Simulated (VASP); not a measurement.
Wanted: the native input for a VASP 6.6.1 run.

- Task: single point
- Functional: PBE
- Potentials or basis: VASP PAW PBE potentials, release 64 (Na_pv, S)
- Cutoff: 500 eV
- k mesh: 6 × 6 × 6
- Occupations: gaussian, width 0.01 eV
- Spin: no spin polarisation
- Dipole correction: no
- Further INCAR settings: ALGO = Normal; EDIFF = 1e-06; NBANDS = 17

The structure of Na2S lies in POSCAR:

```
Na2S
1.0
    0.0000000000      3.2554286337      3.2554286337
    3.2554286337      0.0000000000      3.2554286337
    3.2554286337      3.2554286337      0.0000000000
Na S
2 1
Direct
    0.2500000000      0.2500000000      0.2500000000
    0.7500000000      0.7500000000      0.7500000000
    0.0000000000      0.0000000000      0.0000000000
```

One way to write it, as run:

INCAR

```
SYSTEM = Na2S
PREC = Accurate
ENCUT = 500
EDIFF = 1E-6
ISMEAR = 0
SIGMA = 0.01
LREAL = .FALSE.
LASPH = .TRUE.
NELM = 120
ALGO = Normal
ISIF = 2
LWAVE = .FALSE.
LCHARG = .TRUE.
GGA = PE
LELF = .TRUE.
LVHAR = .TRUE.
NBANDS = 17
GGA_COMPAT = .FALSE.
```

KPOINTS

```
Automatic mesh
0
G
  6 6 6
  0 0 0
```

Potentials or basis: VASP PAW PBE potentials, release 64 (Na_pv, S).

Run with:

```sh
$ cat potpaw_PBE.64/Na_pv/POTCAR potpaw_PBE.64/S/POTCAR > POTCAR
$ mpirun -np 1 vasp_std > vasp.out
```

Results of the run:

```json
{
 "Pressure": "0.8 GPa",
 "Band gap on the k mesh": "2.53 eV, direct"
}
```

Run time: 40 s on 1 thread of Intel(R) Xeon(R) Platinum 8488C (Sapphire Rapids), with other jobs on the host, peak memory 0.19 GiB.
